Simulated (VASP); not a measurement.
# Fe (Im-3m) in VASP: further runs

The runs below take Fe through single point, with PBEsol.

All numbers are computed with VASP 6.6.1; they aren't measurements. Logs are shortened: lines on timing, memory, paths and dates and some standing lists are left out, and cuts for length are marked.

## 1. The cell of the first run

The structure is cubic, space group Im-3m (No. 229). The conventional cell has a = 2.886 Å, b = 2.886 Å, c = 2.886 Å, α = 90.00°, β = 90.00°, γ = 90.00°. Within 3.3 Å of Fe (site symmetry m-3m) lie 14 Fe at 2.50 to 2.89 Å.

## 2. Single point, PBEsol, collinear spin, ferromagnetic start

Input file INCAR:

```
SYSTEM = Fe
  ALGO = Normal
  EDIFF = 1E-6
  ENCUT = 520
  GGA = PS
  ISIF = 2
  ISMEAR = -1
  ISPIN = 2
  LASPH = .TRUE.
  LCHARG = .FALSE.
  LMAXMIX = 4
  LORBIT = 11
  LREAL = .FALSE.
  LWAVE = .FALSE.
  MAGMOM = 1.5
  NBANDS = 14
  NELM = 150
  NUPDOWN = 1.5
  PREC = Accurate
  SIGMA = 0.05
```

Input file KPOINTS:

```
k-points
0
G
  11 11 11
  0 0 0
```

Input file POSCAR:

```
Fe
1.0
   -1.4430000000      1.4430000000      1.4430000000
    1.4430000000     -1.4430000000      1.4430000000
    1.4430000000      1.4430000000     -1.4430000000
Fe
1
Direct
    0.0000000000      0.0000000000      0.0000000000
```

Potentials or basis: VASP PAW PBE potentials, release 64 (Fe).

Run with:

```bash
> cat potpaw_PBE.64/Fe/POTCAR > POTCAR
> mpirun -np 1 vasp_std > vasp.out
```

OUTCAR:

```text
SYSTEM = Fe
   EDIFF = 1E-6
   ENCUT = 520
   GGA = PS
   ISIF = 2
   ISMEAR = -1
   ISPIN = 2
   LASPH = .TRUE.
   LORBIT = 11
   LREAL = .FALSE.
   NELM = 150
   NUPDOWN = 1.5
   PREC = Accurate

 ion  position               nearest neighbor table
   1  0.000  0.000  0.000-

  LATTYP: Found a body centered cubic cell.
 ALAT       =     2.8860000000

  Lattice vectors:

 A1 = (  -1.4430000000,   1.4430000000,   1.4430000000)
 A2 = (   1.4430000000,  -1.4430000000,   1.4430000000)
 A3 = (   1.4430000000,   1.4430000000,  -1.4430000000)

Analysis of symmetry for initial positions (statically):
=====================================================================
 Subroutine PRICEL returns:
 Original cell was already a primitive cell.

 Routine SETGRP: Setting up the symmetry group for a
 body centered cubic supercell.

 Subroutine GETGRP returns: Found 48 space group operations
 (whereof 48 operations were pure point group operations)
 out of a pool of 48 trial point group operations.

The static configuration has the point symmetry O_h .

Analysis of symmetry for dynamics (positions and initial velocities):
=====================================================================
 Subroutine PRICEL returns:
 Original cell was already a primitive cell.

 Routine SETGRP: Setting up the symmetry group for a
 body centered cubic supercell.

 Subroutine GETGRP returns: Found 48 space group operations
 (whereof 48 operations were pure point group operations)
 out of a pool of 48 trial point group operations.

The dynamic configuration has the point symmetry O_h .

Analysis of structural, dynamic, and magnetic symmetry:
=====================================================================
 Subroutine PRICEL returns:
 Original cell was already a primitive cell.

 Routine SETGRP: Setting up the symmetry group for a
 body centered cubic supercell.

 Subroutine GETGRP returns: Found 48 space group operations
 (whereof 48 operations were pure point group operations)
 out of a pool of 48 trial point group operations.

The overall configuration has the point symmetry O_h .

 Subroutine INISYM returns: Found 48 space group operations
 (whereof 48 operations are pure point group operations),
 and found     1 'primitive' translations

----------------------------------------------------------------------------------------

                                     Primitive cell

  volume of cell :      12.0187

  direct lattice vectors                    reciprocal lattice vectors
[... 115 lines left out ...]
   LRPA    =     F    only Hartree local field effects (RPA)
 spin polarized calculation
  energy-cutoff  :      520.00
  volume of cell :       12.02
 maximum number of plane-waves:       335
   NGX =  9   NGY =  9   NGZ =  9

 number of electron       7.9999995 magnetization       1.4999999

 Free energy of the ion-electron system (eV)
  ---------------------------------------------------
  ext. energy  EPLUGINS =         0.00000000
  ---------------------------------------------------
  free energy    TOTEN  =        -8.67126631 eV

  energy without entropy =       -8.65847156  energy(sigma->0) =       -8.66486893

 E-fermi :   5.5324     XC(G=0): -12.9832

 val. band max:        5.5126995533   @ k =  -0.1818   0.2727   0.0909
 cond. band min:       4.9599404116   @ k =  -0.3636   0.3636   0.2727
 fundamental gap:     -0.5527591416
 Fermi energy:         4.8386788956

 spin component 1

 k-point     1 :       0.0000    0.0000    0.0000
  band No.  band energies     occupation
      1      -3.0113      1.00000
      2       3.1493      1.00000
      3       3.1493      1.00000
      4       3.1493      1.00000
      5       4.1843      1.00000
      6       4.1843      1.00000
      7      29.5323      0.00000
      8      29.5323      0.00000
      9      29.5323      0.00000
     10      34.2556      0.00000
     11      34.2556      0.00000
     12      36.3396      0.00000
     13      36.3398      0.00000
     14      36.3414      0.00000
[... 379 lines left out ...]
      3       3.1002      1.00000
      4       4.3524      0.99994
      5       4.4278      0.99973
      6       9.5172      0.00000
      7      12.4103      0.00000
      8      17.0590      0.00000
      9      20.0705      0.00000
     10      33.8923      0.00000
     11      38.4526      0.00000
     12      39.0158      0.00000
     13      44.5572      0.00000
     14      44.6147      0.00000

 [... further k-points ...]

 spin component 2

 k-point     1 :       0.0000    0.0000    0.0000
  band No.  band energies     occupation
      1      -2.9318      1.00000
      2       4.3455      1.00000
      3       4.3456      1.00000
      4       4.3456      1.00000
      5       6.2953      0.00000
      6       6.2954      0.00000
      7      29.3318      0.00000
      8      29.3318      0.00000
      9      29.3318      0.00000
     10      34.4472      0.00000
     11      34.4472      0.00000
     12      36.6688      0.00000
     13      36.6688      0.00000
     14      36.6690      0.00000
[... 379 lines left out ...]
      3       3.8947      1.00000
      4       6.3239      0.00000
      5       6.5238      0.00000
      6      10.2207      0.00000
      7      13.1501      0.00000
      8      17.4621      0.00000
      9      20.4124      0.00000
     10      33.9038      0.00000
     11      38.4418      0.00000
     12      39.3008      0.00000
     13      44.5423      0.00000
     14      45.0615      0.00000

 [... further k-points ...]
[... 5 lines left out ...]
  --------------------------------------------------------------------------------------
  -------------------------------------------------------------------------------------
  Total       -2.1025251     -2.1025251     -2.1025251      0.0000000     -0.0000000      0.0000000
  in kB     -280.2804394   -280.2804394   -280.2804394      0.0000000     -0.0000000      0.0000000
  external PRESSURE =    -280.2804394 kB  Pullay stress =       0.0000000 kB

 VOLUME and BASIS-vectors are now :
 -----------------------------------------------------------------------------
  energy-cutoff  :      520.00
  volume of cell :       12.02
      direct lattice vectors                 reciprocal lattice vectors
    -1.443000000  1.443000000  1.443000000     0.000000000  0.346500347  0.346500347
     1.443000000 -1.443000000  1.443000000     0.346500347  0.000000000  0.346500347
     1.443000000  1.443000000 -1.443000000     0.346500347  0.346500347  0.000000000

 POSITION                                       TOTAL-FORCE (eV/Angst)
 -----------------------------------------------------------------------------------
      0.00000      0.00000      0.00000        -0.000000      0.000000     -0.000000
 -----------------------------------------------------------------------------------
    total drift:                               -0.000000     -0.000000      0.000000

  FREE ENERGIE OF THE ION-ELECTRON SYSTEM (eV)
  ---------------------------------------------------
  free  energy   TOTEN  =        -8.6712663070 eV

  energy  without entropy=       -8.6584715614  energy(sigma->0) =       -8.66486893

 total charge

# of ion       s       p       d       tot
------------------------------------------
    1        0.461   0.492   6.203   7.156

 magnetization (x)

# of ion       s       p       d       tot
------------------------------------------
    1       -0.014  -0.061   1.591   1.516
```

OSZICAR:

```text
N       E                     dE             d eps       ncg     rms          rms(c)
DAV:   1     0.216004762546E+02    0.21600E+02   -0.38384E+03  3396   0.669E+02
DAV:   2    -0.914805513563E+01   -0.30749E+02   -0.28560E+02  3430   0.129E+02
DAV:   3    -0.101010021623E+02   -0.95295E+00   -0.94384E+00  3818   0.233E+01
DAV:   4    -0.101041816109E+02   -0.31794E-02   -0.31792E-02  3652   0.124E+00
DAV:   5    -0.101041970980E+02   -0.15487E-04   -0.15487E-04  3820   0.885E-02    0.115E+01
DAV:   6    -0.885819489973E+01    0.12460E+01   -0.13997E+01  3850   0.425E+01    0.501E+00
DAV:   7    -0.868865554471E+01    0.16954E+00   -0.11955E+00  3790   0.118E+01    0.267E+00
DAV:   8    -0.867916146230E+01    0.94941E-02   -0.85542E-03  3970   0.622E-01    0.806E-01
DAV:   9    -0.867215342297E+01    0.70080E-02   -0.59456E-03  4678   0.442E-01    0.236E-01
DAV:  10    -0.867125118229E+01    0.90224E-03   -0.55069E-04  3922   0.181E-01    0.514E-02
DAV:  11    -0.867126388317E+01   -0.12701E-04   -0.13124E-05  3640   0.372E-02    0.364E-02
DAV:  12    -0.867126587194E+01   -0.19888E-05   -0.76061E-07  2706   0.918E-03    0.117E-02
DAV:  13    -0.867126630703E+01   -0.43508E-06   -0.77498E-07  2170   0.557E-03
   1 F= -.86712663E+01 E0= -.86648689E+01  d E =-.127947E-01  mag=     1.5000
```

Run time: 11 s. Hardware: 1 thread of AMD EPYC 9R45 (Zen 5), shared host; peak memory 0.1 GiB.

What came out:

```
Free energy                                           : -8.6713 eV
Pressure                                              : -28.0 GPa
Net moment                                            : 1.50 μB per cell
Site moments                                          : Fe +1.52 μB
Valence electrons inside the program's atomic spheres : Fe 7.16
```

Caveat: the PAW data sets were made with another functional, which shifts forces and pressure a little; the total moment is fixed, so each spin has its own Fermi level.

## 3. Single point, PBEsol, collinear spin, ferromagnetic start

Input file INCAR:

```
SYSTEM = Fe
PREC     = Accurate       ! precision mode
ENCUT    = 520            ! plane-wave cutoff, eV
EDIFF    = 1E-6           ! SCF threshold, eV
ISMEAR   = -1             ! smearing method
SIGMA    = 0.05           ! smearing width, eV
LREAL    = .FALSE.        ! projectors in reciprocal space
LASPH    = .TRUE.         ! aspherical terms in the spheres
NELM     = 150            ! most SCF steps
ALGO     = Normal         ! electronic algorithm
ISIF     = 2              ! what is computed and relaxed
LWAVE    = .FALSE.        ! write WAVECAR
LCHARG   = .TRUE.         ! write CHGCAR
ISPIN    = 2              ! spin polarisation
MAGMOM   = 2.2            ! initial moments
LORBIT   = 11             ! projections on sites
NUPDOWN  = 2.2            ! fixed moment
LMAXMIX  = 4              ! l up to which the mixer works
GGA      = PS             ! functional
LELF     = .TRUE.         ! ELF
LVHAR    = .TRUE.       
NBANDS   = 14             ! bands
```

Input file KPOINTS:

```
Automatic mesh
0
G
  11 11 11
  0 0 0
```

POSCAR is that of step 2.

Potentials or basis: VASP PAW PBE potentials, release 64 (Fe).

Run with:

```bash
> cat potpaw_PBE.64/Fe/POTCAR > POTCAR
> mpirun -np 1 vasp_std > vasp.out
```

OUTCAR:

```text
SYSTEM = Fe
   PREC = Accurate
   ENCUT = 520
   EDIFF = 1E-6
   ISMEAR = -1
   LREAL = .FALSE.
   LASPH = .TRUE.
   NELM = 150
   ISIF = 2
   ISPIN = 2
   LORBIT = 11
   NUPDOWN = 2.2
   GGA = PS

 ion  position               nearest neighbor table
   1  0.000  0.000  0.000-

  LATTYP: Found a body centered cubic cell.
 ALAT       =     2.8860000000

  Lattice vectors:

 A1 = (  -1.4430000000,   1.4430000000,   1.4430000000)
 A2 = (   1.4430000000,  -1.4430000000,   1.4430000000)
 A3 = (   1.4430000000,   1.4430000000,  -1.4430000000)

Analysis of symmetry for initial positions (statically):
=====================================================================
 Subroutine PRICEL returns:
 Original cell was already a primitive cell.

 Routine SETGRP: Setting up the symmetry group for a
 body centered cubic supercell.

 Subroutine GETGRP returns: Found 48 space group operations
 (whereof 48 operations were pure point group operations)
 out of a pool of 48 trial point group operations.

The static configuration has the point symmetry O_h .

[... 595 lines left out ...]
      2       4.8357      0.99983
      3       4.8358      0.99983
      4       4.8358      0.99983
      5       6.6910      0.00000
      6       6.6911      0.00000
      7      29.3507      0.00000
      8      29.3507      0.00000
      9      29.3507      0.00000
     10      34.4921      0.00000
     11      34.4921      0.00000
     12      36.9011      0.00000
     13      36.9019      0.00000
     14      36.9907      0.00000
[... 379 lines left out ...]
      3       4.1833      1.00000
      4       6.7519      0.00000
      5       6.9411      0.00000
      6      10.5554      0.00000
      7      13.4521      0.00000
      8      17.6501      0.00000
      9      20.5731      0.00000
     10      33.9825      0.00000
     11      38.5077      0.00000
     12      39.4323      0.00000
     13      44.5875      0.00000
     14      45.2189      0.00000

 [... further k-points ...]
[... 5 lines left out ...]
  --------------------------------------------------------------------------------------
  -------------------------------------------------------------------------------------
  Total       -1.4366588     -1.4366588     -1.4366588     -0.0000000     -0.0000000      0.0000000
  in kB     -191.5160699   -191.5160699   -191.5160699     -0.0000000     -0.0000000      0.0000000
  external PRESSURE =    -191.5160699 kB  Pullay stress =       0.0000000 kB

 VOLUME and BASIS-vectors are now :
 -----------------------------------------------------------------------------
  energy-cutoff  :      520.00
  volume of cell :       12.02
      direct lattice vectors                 reciprocal lattice vectors
    -1.443000000  1.443000000  1.443000000     0.000000000  0.346500347  0.346500347
     1.443000000 -1.443000000  1.443000000     0.346500347  0.000000000  0.346500347
     1.443000000  1.443000000 -1.443000000     0.346500347  0.346500347  0.000000000

 POSITION                                       TOTAL-FORCE (eV/Angst)
 -----------------------------------------------------------------------------------
      0.00000      0.00000      0.00000        -0.000000     -0.000000     -0.000000
 -----------------------------------------------------------------------------------
    total drift:                               -0.000000     -0.000000      0.000000

  FREE ENERGIE OF THE ION-ELECTRON SYSTEM (eV)
  ---------------------------------------------------
  free  energy   TOTEN  =        -8.8436143454 eV

  energy  without entropy=       -8.8346018087  energy(sigma->0) =       -8.83910808

 total charge

# of ion       s       p       d       tot
------------------------------------------
    1        0.466   0.497   6.196   7.159

 magnetization (x)

# of ion       s       p       d       tot
------------------------------------------
    1       -0.014  -0.057   2.274   2.204
```

OSZICAR:

```text
N       E                     dE             d eps       ncg     rms          rms(c)
DAV:   1     0.227232592269E+02    0.22723E+02   -0.38721E+03  3388   0.683E+02
DAV:   2    -0.912080040596E+01   -0.31844E+02   -0.29367E+02  3430   0.131E+02
DAV:   3    -0.100702511382E+02   -0.94945E+00   -0.94541E+00  3812   0.234E+01
DAV:   4    -0.100732975399E+02   -0.30464E-02   -0.30462E-02  3652   0.122E+00
DAV:   5    -0.100733125275E+02   -0.14988E-04   -0.14987E-04  3826   0.876E-02    0.117E+01
DAV:   6    -0.899962620745E+01    0.10737E+01   -0.12634E+01  3868   0.405E+01    0.601E+00
DAV:   7    -0.886107778017E+01    0.13855E+00   -0.10130E+00  3784   0.110E+01    0.363E+00
DAV:   8    -0.885221436371E+01    0.88634E-02   -0.66430E-03  3760   0.547E-01    0.119E+00
DAV:   9    -0.884411907066E+01    0.80953E-02   -0.74541E-03  4696   0.516E-01    0.268E-01
DAV:  10    -0.884359740475E+01    0.52167E-03   -0.36154E-04  3640   0.169E-01    0.465E-02
DAV:  11    -0.884361152714E+01   -0.14122E-04   -0.18275E-05  3538   0.416E-02    0.338E-02
DAV:  12    -0.884361387314E+01   -0.23460E-05   -0.27172E-06  3260   0.132E-02    0.159E-02
DAV:  13    -0.884361434541E+01   -0.47227E-06   -0.59568E-07  2130   0.963E-03
   1 F= -.88436143E+01 E0= -.88391081E+01  d E =-.901254E-02  mag=     2.2000
```

stdout:

```text
POSCAR found type information on POSCAR Fe
 POSCAR found :  1 types and       1 ions
 scaLAPACK will be used
 -----------------------------------------------------------------------------
|                                                                             |
|                                                                             |
|     You enforced a specific xc type in the INCAR file but a different       |
|     I HOPE YOU KNOW WHAT YOU ARE DOING!                                     |
|                                                                             |
 -----------------------------------------------------------------------------

 LDA part: xc-table for (Slater+PW92), standard interpolation
 POSCAR, INCAR and KPOINTS ok, starting setup
 FFT: planning ... GRIDC
 FFT: planning ... GRID_SOFT
 FFT: planning ... GRID
 WAVECAR not read
 entering main loop
```

Wall time 11 s (1 thread of AMD EPYC 9R45 (Zen 5), shared host); peak memory 0.1 GiB.

Results:

- Free energy: -8.8436 eV
- Pressure: -19.2 GPa
- Net moment: 2.20 μB per cell
- Site moments: Fe +2.20 μB
- Valence electrons inside the program's atomic spheres: Fe 7.16

Caveat: the PAW data sets were made with another functional, which shifts forces and pressure a little; the total moment is fixed, so each spin has its own Fermi level.

(Part 1 of 3 ends here.)
